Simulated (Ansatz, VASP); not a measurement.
**Two plane-wave programs on SiC**

INCAR

```
PREC = Accurate
ENCUT = 600
EDIFF = 1E-6
ISMEAR = 0
SIGMA = 0.05
LREAL = F
LASPH = T
NELM = 120
ALGO = Normal
ISIF = 2
LWAVE = F
LCHARG = F
GGA = PE
NBANDS = 26
GGA_COMPAT = F
```

Contents of KPOINTS:

```
regular mesh
0
Gamma
  10 10 3
```

The input POSCAR:

```
SiC
1.0
   -3.0759982064      0.0000000000      0.0000000000
   -1.5379991032     -2.6638925888      0.0000000000
    0.0000000000      0.0000000000     11.5960000000
Si C
4 4
Direct
    0.3333333333      0.3333333333      0.5691842014
    0.3333333333      0.3333333333      0.1338616764
    0.6666666667      0.6666666667      0.7868454640
    0.6666666667      0.6666666667      0.3515229389
    0.3333333333      0.3333333333      0.7367833736
    0.3333333333      0.3333333333      0.3014608486
    0.6666666667      0.6666666667      0.0837995861
    0.6666666667      0.6666666667      0.5191221111
```

Input for Ansatz:

```yaml
crystal:
  lattice:
    - [-3.0759982064, 0.0, 0.0]
    - [-1.5379991032, -2.6638925888, 0.0]
    - [0.0, 0.0, 11.596]
  atoms:
    - { symbol: Si, position: [0.3333333333, 0.3333333333, 0.5691842014] }
    - { symbol: Si, position: [0.3333333333, 0.3333333333, 0.1338616764] }
    - { symbol: Si, position: [0.6666666667, 0.6666666667, 0.786845464] }
    - { symbol: Si, position: [0.6666666667, 0.6666666667, 0.3515229389] }
    - { symbol: C, position: [0.3333333333, 0.3333333333, 0.7367833736] }
    - { symbol: C, position: [0.3333333333, 0.3333333333, 0.3014608486] }
    - { symbol: C, position: [0.6666666667, 0.6666666667, 0.0837995861] }
    - { symbol: C, position: [0.6666666667, 0.6666666667, 0.5191221111] }
basis:
  ecutwfc: 420
kpoints:
  mp_grid: { grid: [10, 10, 3] }
hamiltonian:
  xc: pbe
scf:
  occupations: { method: gaussian, width: 0.05 }
output:
  forces: true
  stress: true
  eigenvalues: true
```

Alike in both runs: task single point; functional PBE; k mesh 10 × 10 × 3; occupations gaussian, width 0.05 eV; no spin polarisation.

|  | VASP | Ansatz |
| --- | --- | --- |
| version | VASP 6.6.1 | Ansatz 0.2.0 |
| potentials or method | VASP PAW PBE potentials, release 64 (Si, C), cutoff 600 eV | scalar-relativistic, plane waves, PAW |
| valence electrons in the cell | 32 | 32 |

|  | VASP | Ansatz | Ansatz less VASP |
| --- | --- | --- | --- |
| gap on the k mesh at the Fermi level (eV) | 0.34 | 0.34 | -0.001 |
| least direct gap on the mesh (eV) | 0.89 | 0.88 | -0.003 |
| pressure (GPa) | 0.2 | 0.4 | +0.16 |
| traceless stress, the component that is largest in VASP (GPa) | -8.62 | -8.54 | +0.072 |
| rms of the force components (eV/Å) | 0.532 | 0.534 | +0.0019 |

Atom by atom the forces differ by 0.005 eV/Å (rms over components). With one functional, cell and mesh, what is left measures potentials, basis and numerics.
